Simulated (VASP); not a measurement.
## CdS: single point with r2SCAN

Crystal: CdS.

```
Cd S
1.0
     4.20358    0.00000    0.00000
    -2.10179    3.64041    0.00000
     0.00000    0.00000    5.72573
Cd S
1 1
Direct
  0.00000 0.00000 0.44269
  0.66667 0.33333 0.43431
```

| Quantity | Value |
| --- | --- |
| Program | VASP 6.6.1 |
| Task | single point |
| Functional | r2SCAN |
| Potentials or basis | VASP PAW PBE potentials, release 64 (Cd, S) |
| Cutoff | 520 eV |
| k mesh | 6 × 6 × 4 |
| Occupations | gaussian, width 0.01 eV |
| Spin | no spin polarisation |

```
Pressure               : 0.6 GPa
Band gap on the k mesh : 1.97 eV
```

Stress tensor (GPa, compression positive):
```
 0.92  0.00  0.00
 0.00  0.92  0.00
 0.00  0.00 -0.10
```

Levels at points of the mesh, in eV from the valence-band top:
```
           k point  band 7  band 8  band 9  band 10  band 11  band 12
(0.00, 0.00, 0.00)   -1.30    0.00    0.00     1.97     5.85     7.44
(0.50, 0.00, 0.00)   -3.80   -1.45   -0.32     4.16     5.53     7.10
(0.00, 0.00, 0.50)   -1.53    0.00    0.00     2.35     5.33     7.50
(0.50, 0.00, 0.50)   -3.77   -1.44   -0.44     4.35     4.51     8.09
```

Run time: 3 min on 1 thread of Intel Xeon 8259CL, on a shared host, peak memory 0.24 GiB.

Caveat: the PAW data sets were made with another functional, which shifts forces and pressure a little. A k mesh can miss the band edges.
